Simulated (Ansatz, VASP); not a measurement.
# Hg: VASP beside Ansatz

The input INCAR:

```
SYSTEM = Hg
PREC = Accurate
ENCUT = 500
EDIFF = 1E-7
ISMEAR = -1
SIGMA = 0.1
LREAL = .False.
LASPH = .True.
NELM = 120
ALGO = Normal
ISIF = 3
LWAVE = .False.
LCHARG = .False.
GGA = PS
IBRION = 2
NSW = 80
EDIFFG = -0.01
GGA_COMPAT = .False.
NELMIN = 4
```

KPOINTS

```
regular mesh
0
Gamma
  12 12 12
  0 0 0
```

File POSCAR:

```
Hg
1.0
   -1.7934065524      1.7934065524      1.7934065524
    1.7934065524     -1.7934065524      1.7934065524
    1.7934065524      1.7934065524     -1.7934065524
Hg
1
Direct
    0.0000000000      0.0000000000      0.0000000000
```

Input for Ansatz:

```yaml
crystal:
  lattice:
    - [-1.7934065524, 1.7934065524, 1.7934065524]
    - [1.7934065524, -1.7934065524, 1.7934065524]
    - [1.7934065524, 1.7934065524, -1.7934065524]
  atoms:
    - { symbol: Hg, position: [0.0, 0.0, 0.0] }
hamiltonian:
  xc: pbesol
  pseudopotentials:
    kind: paw
    azcp:
      Hg: "pseudopotentials/Hg.paw.azcp"
basis:
  ecutwfc: 420
  fft_grid_basis: typed
kpoints:
  mp_grid: { grid: [12, 12, 12], shift: [0, 0, 0] }
magnetization:
  spin_polarized: false
scf:
  occupations: { method: fermi_dirac, width: 0.1 }
relax:
  max_steps: 60
  f_tol: 0.01
  cell: {}
output:
  write_density: true
  write_potential: true
  elf: true
  volumetric_format: npy
```

Alike in both runs: task relaxation of cell and atoms; functional PBEsol; k mesh 12 × 12 × 12; occupations fermi-dirac, width 0.1 eV; no spin polarisation.

```csv
,VASP,Ansatz
version,VASP 6.6.1,Ansatz 0.2.0
potentials or method,"VASP PAW PBE potentials, release 64 (Hg), cutoff 500 eV","plane waves (420 eV) with PAW, scalar-relativistic"
valence electrons in the cell,12,20
```

|  | VASP | Ansatz | Ansatz less VASP |
| --- | --- | --- | --- |
| relaxed volume (Å³/atom) | 24.08 | 23.84 | -0.246 |
| relaxed cell length with the largest relative difference (Å) | 3.151 | 3.140 | -0.0108 |

VASP's potentials were made for PBE, not for PBEsol, and Ansatz warns of the same on its side. VASP's potentials hold 12 valence electrons a cell and Ansatz's 20, so a difference there can come from the potentials and not from the codes.

Neither program's run includes spin-orbit coupling.
